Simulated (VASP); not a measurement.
Set up this calculation in VASP 6.6.1, as the native input.

```
Task                   : single point
Functional             : PBE
Potentials or basis    : VASP PAW PBE potentials, release 64 (Mg, Si, Sb)
Cutoff                 : 520 eV
k mesh                 : 4 × 4 × 2
Occupations            : gaussian, width 0.1 eV
Spin                   : no spin polarisation
Dipole correction      : no
Further INCAR settings : ALGO = Normal; EDIFF = 1e-06; NBANDS = 22
```

The structure of Mg5SiSb2 lies in POSCAR:

```
Mg5SiSb2
1.0
    4.7406080600      0.0000000000      0.0000000000
    0.0000000000      4.7406080600      0.0000000000
    0.0000000000      0.0000000000      7.5841223900
Mg Si Sb
5 1 2
Direct
    0.0000000000      0.5000000000      0.0000000000
    0.5000000000      0.0000000000      0.0000000000
    0.0000000000      0.0000000000      0.5000000000
    0.0000000000      0.5000000000      0.5000000000
    0.5000000000      0.0000000000      0.5000000000
    0.0000000000      0.0000000000      0.0000000000
    0.5000000000      0.5000000000      0.7230516000
    0.5000000000      0.5000000000      0.2769484000
```

These files were run (other wordings do the same):

INCAR

```
SYSTEM = Mg5SiSb2
  ALGO = Normal
  EDIFF = 1E-6
  ENCUT = 520
  GGA = PE
  ISIF = 2
  ISMEAR = 0
  LASPH = .TRUE.
  LCHARG = .TRUE.
  LELF = .TRUE.
  LREAL = .FALSE.
  LVHAR = .TRUE.
  LWAVE = .FALSE.
  NBANDS = 22
  NELM = 80
  PREC = Accurate
  SIGMA = 0.1
```

KPOINTS

```
k-points
0
G
  4 4 2
  0 0 0
```

Potentials or basis: VASP PAW PBE potentials, release 64 (Mg, Si, Sb).

Command:

```sh
$ cat potpaw_PBE.64/Mg/POTCAR potpaw_PBE.64/Si/POTCAR potpaw_PBE.64/Sb/POTCAR > POTCAR
$ mpirun -np 1 vasp_std > vasp.out
```

It gave:

```
Pressure               : 13.9 GPa
Largest force          : 0.644 eV/Å
Band gap on the k mesh : zero (band 12 reaches 5.57 eV, above the bottom of band 13 at 4.99 eV)
```

Caveat: the k points lie up to 0.41 Å⁻¹ apart; spin-orbit coupling is left out, which moves the levels of the heavy elements.

It took 28 s on 1 thread of Intel(R) Xeon(R) Platinum 8488C (Sapphire Rapids), with other jobs on the host, peak memory 0.27 GiB.
